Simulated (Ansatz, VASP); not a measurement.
**In2BiSb in VASP and in Ansatz**

```
CELL_PARAMETERS angstrom
4.66529 0.00000 0.00000
0.00000 4.66529 0.00000
0.00000 0.00000 6.57491
ATOMIC_POSITIONS crystal
Sb 0.00000 0.00000 0.00000
In 0.00000 0.50000 0.75660
In 0.50000 0.00000 0.24340
Bi 0.50000 0.50000 0.50000
```

Alike in both runs: task single point; functional r2SCAN; k mesh 4 × 4 × 4; occupations fermi-dirac, width 0.02 eV; no spin polarisation.

|  | VASP | Ansatz |
| --- | --- | --- |
| version | VASP 6.6.1 | Ansatz 0.2.0 |
| potentials or method | VASP PAW PBE potentials, release 64 (Sb, In_d, Bi_d) | plane waves, PAW |
| plane-wave cutoff (eV) | 520 | 500 |
| valence electrons in the cell | 46 | 56 |

|  | VASP | Ansatz | Ansatz less VASP |
| --- | --- | --- | --- |
| pressure (GPa) | 1.4 | 1.4 | +0.03 |

VASP's potentials were made for PBE, not for r2SCAN. VASP's potentials hold 46 valence electrons a cell and Ansatz's 56, so a difference there can come from the potentials and not from the codes.

Spin-orbit coupling is off throughout.
